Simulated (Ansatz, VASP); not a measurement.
One calculation of Zr, two programs

```xyz
2
Lattice="3.2392 0.0000 0.0000 -1.6196 2.8053 0.0000 0.0000 0.0000 5.1722" Properties=species:S:1:pos:R:3 pbc="T T T"
Zr    0.0000    1.8702    1.2931
Zr    1.6196    0.9351    3.8792
```

Alike in both runs: task single point; functional PBEsol; k mesh 6 × 6 × 4; occupations gaussian, width 0.1 eV; no spin polarisation.

```csv
,VASP,Ansatz
version,VASP 6.6.1,Ansatz 0.2.0
potentials or method,"VASP PAW PBE potentials, release 64 (Zr_sv), cutoff 500 eV","scalar-relativistic, plane waves, PAW"
valence electrons in the cell,24,24
```

|  | VASP | Ansatz | Ansatz less VASP |
| --- | --- | --- | --- |
| gap on the k mesh at the Fermi level (eV) | none | none | - |
| pressure (GPa) | -4.3 | -4.3 | -0.07 |
| traceless stress, the component that is largest in VASP (GPa) | 0.41 | 0.41 | -0.004 |

VASP's potentials were made for PBE, not for PBEsol. A gap of «none» marks a metal or a gap that the smearing closes.

The k mesh is coarse, so the values compare programs but aren't converged.
